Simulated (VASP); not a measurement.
Set up this calculation in VASP 6.6.1, as the native input.

```yaml
Task: single point
Functional: PBE
Potentials_or_basis: VASP PAW PBE potentials, release 64 (Cu, Na_pv)
Cutoff: 520 eV
k_mesh: 5 × 5 × 1
Occupations: gaussian, width 0.1 eV
Spin: no spin polarisation
Dipole_correction: yes
Further_INCAR_settings: ALGO = Normal; EDIFF = 1e-07; NBANDS = 82
```

The structure of NaCu12 lies in POSCAR:

```
NaCu12
1.0
    5.1319544654      0.0000000000      0.0000000000
    0.0000000000      5.1319544654      0.0000000000
    0.0000000000      0.0000000000     19.0279314150
Cu Na
12 1
Direct
    0.2500000000      0.2500000000      0.2102172807
    0.2500000000      0.7500000000      0.2102172807
    0.7500000000      0.2500000000      0.2102172807
    0.7500000000      0.7500000000      0.2102172807
    0.0000000000      0.0000000000      0.3029241254
    0.0000000000      0.5000000000      0.3029241254
    0.5000000000      0.0000000000      0.3029241254
    0.5000000000      0.5000000000      0.3029241254
    0.2500000000      0.2500000000      0.3956253179
    0.2500000000      0.7500000000      0.3956253179
    0.7500000000      0.2500000000      0.3956253179
    0.7500000000      0.7500000000      0.3956253179
    0.2500000000      0.2500000000      0.5306562176
```

One way to write it, as run:

INCAR

```
  ALGO = Normal
  DIPOL = 0.5 0.5 0.320
  EDIFF = 1E-7
  ENCUT = 520
  GGA = PE
  IDIPOL = 3
  ISIF = 2
  ISMEAR = 0
  LASPH = T
  LCHARG = F
  LDIPOL = T
  LREAL = F
  LWAVE = F
  NBANDS = 82
  NELM = 80
  PREC = Accurate
  SIGMA = 0.1
```

KPOINTS

```
k-points
0
Gamma
  5 5 1
```

Potentials or basis: VASP PAW PBE potentials, release 64 (Cu, Na_pv).

Command:

```bash
$ cat potpaw_PBE.64/Cu/POTCAR potpaw_PBE.64/Na_pv/POTCAR > POTCAR
$ mpirun -np 1 vasp_std > vasp.out
```

Results of the run:

| Quantity | Value |
| --- | --- |
| Largest force | 0.440 eV/Å |
| Band gap on the k mesh | zero (an odd number of electrons rules out a gap without spin polarisation) |

Run time: 6.1 min on 1 thread of Intel(R) Xeon(R) 6975P-C (Granite Rapids), with other jobs on the host, peak memory 0.58 GiB.
